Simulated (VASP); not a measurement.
# HfO2 (P1) in VASP: single point with PBE

Aim: the single point of HfO2 with PBE.

Program: VASP 6.6.1. These are calculated values, not measurements. Logs are shortened: lines on timing, memory, paths and dates and some standing lists are left out, and cuts for length are marked.

### 1 The cell of the first run

The typed cell holds 6 atoms: a = 3.635 Å, b = 3.706 Å, c = 5.249 Å, α = 93.21°, β = 90.36°, γ = 91.22°.

### 2 Single point, PBE (atoms moved at random and the cell strained at random)

Contents of INCAR:

```
PREC     = Accurate       # precision mode
ENCUT    = 520            # plane-wave cutoff, eV
EDIFF    = 1E-6           # SCF threshold, eV
ISMEAR   = 0              # smearing method
SIGMA    = 0.05           # smearing width, eV
LREAL    = F              # projectors in reciprocal space
LASPH    = T              # aspherical terms in the spheres
NELM     = 80             # most SCF steps
ALGO     = Normal         # electronic algorithm
ISIF     = 2              # what is computed and relaxed
LWAVE    = F              # write WAVECAR
LCHARG   = F              # write CHGCAR
GGA      = PE             # functional
NBANDS   = 31             # bands
```

Contents of KPOINTS:

```
Automatic mesh
0
Gamma
  6 6 4
```

Contents of POSCAR:

```
HfO2
1.0
    3.6343775878     -0.0391468573     -0.0119221037
   -0.0391468573      3.7047186118     -0.1024043993
   -0.0174118355     -0.1495582151      5.2471768552
Hf O
2 4
Direct
    0.4988882669      0.4933833138      0.4943799905
   -0.0108882625      0.0065486711      0.0036761897
    0.0074883885      0.5086084335      0.6900279645
    0.5103571417     -0.0010149686      0.8137509832
    0.4881678350     -0.0094184042      0.3107213704
    0.0059866305      0.5018929545      0.1874435017
```

Potentials or basis: VASP PAW PBE potentials, release 64 (Hf_pv, O).

The run is started by

```console
cat potpaw_PBE.64/Hf_pv/POTCAR potpaw_PBE.64/O/POTCAR > POTCAR
mpirun -np 1 vasp_std > vasp.out
```

OUTCAR:

```text
PREC = Accurate
   ENCUT = 520
   EDIFF = 1E-6
   ISMEAR = 0
   LREAL = F
   LASPH = T
   NELM = 80
   ISIF = 2
   GGA = PE

 ion  position               nearest neighbor table
   1  0.499  0.493  0.494-   5 2.05   3 2.07   3 2.11   5 2.13   6 2.40   4 2.44   6 2.46   4 2.55
                             2 3.55   2 3.57   2 3.63   2 3.72   2 3.73   2 3.77   2 3.78   2 3.78
   2  0.989  0.007  0.004-   4 2.00   6 2.03   4 2.15   6 2.15   3 2.41   5 2.42   5 2.44   3 2.55
                             1 3.55   1 3.57   1 3.63   1 3.72   1 3.73   1 3.77   1 3.78   1 3.78
   3  0.007  0.509  0.690-   1 2.07   1 2.11   2 2.41   2 2.55
   4  0.510  0.999  0.814-   2 2.00   2 2.15   1 2.44   1 2.55
   5  0.488  0.991  0.311-   1 2.05   1 2.13   2 2.42   2 2.44
   6  0.006  0.502  0.187-   2 2.03   2 2.15   1 2.40   1 2.46

  LATTYP: Found a triclinic cell.
 ALAT       =     5.1356762790
 B/A-ratio  =     0.7077174978
 C/A-ratio  =     1.0221315391
 COS(alpha) =     0.0062886981
 COS(beta)  =     0.0449093838
 COS(gamma) =     0.6923912859

  Lattice vectors:

 A1 = (   3.5952307305,   3.6655717545,  -0.1143265030)
 A2 = (   3.6343775878,  -0.0391468573,  -0.0119221037)
 A3 = (   0.0174118355,   0.1495582151,  -5.2471768552)

Analysis of symmetry for initial positions (statically):
=====================================================================
 Subroutine PRICEL returns:
 Original cell was already a primitive cell.

 Routine SETGRP: Setting up the symmetry group for a
 triclinic supercell.

 Subroutine GETGRP returns: Found  1 space group operations
 (whereof  1 operations were pure point group operations)
 out of a pool of  2 trial point group operations.

The static configuration has the point symmetry C_1 .

Analysis of symmetry for dynamics (positions and initial velocities):
=====================================================================
 Subroutine PRICEL returns:
 Original cell was already a primitive cell.

 Routine SETGRP: Setting up the symmetry group for a
 triclinic supercell.

 Subroutine GETGRP returns: Found  1 space group operations
 (whereof  1 operations were pure point group operations)
 out of a pool of  2 trial point group operations.

The dynamic configuration has the point symmetry C_1 .

 Subroutine INISYM returns: Found  1 space group operations
 (whereof  1 operations are pure point group operations),
[... 103 lines left out ...]
   NELM   =     80;   NELMIN=  2; NELMDL= -5     # of ELM steps
   EDIFF  = 0.1E-05   stopping-criterion for ELM
   LREAL  =      F    real-space projection
   EDIFFG = 0.1E-04   stopping-criterion for IOM
   NSW    =      0    number of steps for IOM
   IBRION =     -1    ionic relax: 0-MD 1-quasi-New 2-CG
   NFREE  =      0    steps in history (QN), initial steepest desc. (CG)
   ISIF   =      2    stress and relaxation
   ISYM   =      2    0-nonsym 1-usesym 2-fastsym
   POTIM  = 0.5000    time-step for ionic-motion
   TEBEG  =    0.0;   TEEND  =   0.0 temperature during run
   PSTRESS=    0.0 pullay stress
   NELECT =      44.0000    total number of electrons
   NUPDOWN=      -1.0000    fix difference up-down
   EMIN   =  10.00;   EMAX   =-10.00  energy-range for DOS
   EFERMI =   0.00;   METHOD = LEGACY
   ISMEAR =     0;   SIGMA  =   0.05  broadening in eV -4-tet -1-fermi 0-gaus
   EFERMI_NEDOS =   21; number of points for ismear=-14 and -15
   IALGO  =     38    algorithm
   IMIX   =      4    mixing-type and parameters
     AMIX     =   0.40;   BMIX     =  1.00
     AMIX_MAG =   1.60;   BMIX_MAG =  1.00
  volume/ion in A,a.u.               =      11.76        79.39
  Fermi-wavevector in a.u.,A,eV,Ry     =   1.398474  2.642733 26.609331  1.955731
  Thomas-Fermi vector in A             =   2.521629
   LORBIT       =      0    0 simple, 1 ext, 2 COOP (PROOUT), +10 PAW based schemes
   GGA     = PE    functional components
   LHFCALC =     F    Hartree Fock is set to
   AEXX    =    0.0000 exact exchange contribution
   IVDW    =     0    specifies the selected vdW correction
   LEPSILON=     F    determine dielectric tensor
   LRPA    =     F    only Hartree local field effects (RPA)
 non-spin polarized calculation
 Gauss-broadening in eV      SIGMA  =   0.05
  energy-cutoff  :      520.00
  volume of cell :       70.59
 maximum number of plane-waves:      1918
   NGX = 13   NGY = 13   NGZ = 19

 number of electron      44.0000001 magnetization

 Free energy of the ion-electron system (eV)
  ---------------------------------------------------
  ext. energy  EPLUGINS =         0.00000000
  ---------------------------------------------------
  free energy    TOTEN  =       -60.42764308 eV

  energy without entropy =      -60.42764308  energy(sigma->0) =      -60.42764308

 E-fermi :   3.3460     XC(G=0): -11.3957

 val. band max:        3.0883925378   @ k =   0.0000   0.5000  -0.0000
 cond. band min:       7.3783111278   @ k =   0.0000   0.0000   0.0000
 fundamental gap:      4.2899185901
 Fermi energy:         3.3460208264

 k-point     1 :       0.0000    0.0000    0.0000
  band No.  band energies     occupation
      1     -26.6503      2.00000
      2     -26.3738      2.00000
      3     -26.3318      2.00000
      4     -26.3222      2.00000
      5     -26.2421      2.00000
      6     -26.2132      2.00000
[... 805 lines left out ...]
     30      11.7351      0.00000
     31      11.9233      0.00000

 [... further k-points ...]

------------------------ aborting loop because EDIFF is reached ----------------------------------------

  FORCE on cell =-STRESS in cart. coord.  units (eV):
  Direction    XX          YY          ZZ          XY          YZ          ZX
  --------------------------------------------------------------------------------------
  -------------------------------------------------------------------------------------
  Total       -4.7974886     -4.6699945     -0.9014518      1.5854520      1.8488321      0.8972554
  in kB     -108.8957464   -106.0018242    -20.4615941     35.9873661     41.9656975     20.3663429
  external PRESSURE =     -78.4530549 kB  Pullay stress =       0.0000000 kB

 VOLUME and BASIS-vectors are now :
 -----------------------------------------------------------------------------
  energy-cutoff  :      520.00
  volume of cell :       70.59
      direct lattice vectors                 reciprocal lattice vectors
     3.634377588 -0.039146857 -0.011922104     0.275185165  0.002935368  0.000996819
    -0.039146857  3.704718612 -0.102404399     0.002935368  0.270170176  0.007710295
    -0.017411836 -0.149558215  5.247176855     0.000682535  0.005279336  0.190731412

 POSITION                                       TOTAL-FORCE (eV/Angst)
 -----------------------------------------------------------------------------------
      1.78523      1.73438      2.53763         0.038019      0.701862      0.469293
      3.59449     -0.01501      0.00683         0.887615     -0.976562     -0.269681
     -0.00471      1.78076      3.56853        -0.218931     -0.268262     -0.314148
      1.80155      3.55928      4.16151        -0.818502      0.239919     -0.193056
      1.73000      3.60424      1.52315         0.448916      0.126297      0.068727
     -0.00115      1.83110      0.93208        -0.337117      0.176745      0.238865
 -----------------------------------------------------------------------------------
    total drift:                               -0.000393     -0.000045      0.000114

  FREE ENERGIE OF THE ION-ELECTRON SYSTEM (eV)
  ---------------------------------------------------
  free  energy   TOTEN  =       -60.4276430787 eV

  energy  without entropy=      -60.4276430787  energy(sigma->0) =      -60.42764308
```

Run time: 89 s. Hardware: 1 thread of AMD EPYC 7R13 (Zen 3), shared host; peak memory 0.24 GiB.

Results:

| Quantity | Value |
| --- | --- |
| Free energy | -60.4276 eV |
| Pressure | -7.8 GPa |
| Largest force | 1.347 eV/Å |
| Band gap on the k mesh | 4.29 eV (least direct gap 4.45 eV) |

Forces in eV/Å, atoms in the order of the input:
```
Hf   0.038  0.702  0.469
Hf   0.888 -0.977 -0.270
O   -0.219 -0.268 -0.314
O   -0.819  0.240 -0.193
O    0.449  0.126  0.069
O   -0.337  0.177  0.239
```

Stress tensor (GPa, compression positive):
```
-10.89   3.60   2.04
  3.60 -10.60   4.20
  2.04   4.20  -2.05
```

Caveat: the cell differs from its parent crystal (atoms moved at random and the cell strained at random); the cell stands under tension; spin-orbit coupling is left out, which moves the levels of the heavy elements; forces of over 1 eV/Å act on the atoms, so gaps and moduli don't describe the material at rest.
